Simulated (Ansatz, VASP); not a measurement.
## B in VASP and in Ansatz

```
B
1.0
     5.07283    0.00000    0.00000
    -2.53641    4.39320    0.00000
     0.00000    0.00000    1.86039
B
6
Direct
  0.65637 0.65637 0.16667
  0.34363 0.00000 0.50000
  0.00000 0.34363 0.83333
  0.00000 0.65637 0.33333
  0.34363 0.34363 0.66667
  0.65637 0.00000 0.00000
```

Alike in both runs: functional PBE; k mesh 12 × 12 × 20; occupations gaussian, width 0.1 eV; no spin polarisation.

Ansatz relaxed the structure, and its values are those at the end. VASP's run is a single point on that final structure, the one shown.

|  | VASP | Ansatz |
| --- | --- | --- |
| version | VASP 6.6.1 | Ansatz 0.2.0 |
| potentials or method | VASP PAW PBE potentials, release 64 (B), cutoff 520 eV | scalar-relativistic, plane waves, PAW |
| valence electrons in the cell | 18 | 18 |

|  | VASP | Ansatz | Ansatz less VASP |
| --- | --- | --- | --- |
| gap on the k mesh at the Fermi level (eV) | none | none | - |
| pressure (GPa) | 0.0 | 0.0 | +0.03 |

A gap of «none» marks a metal or a gap that the smearing closes.
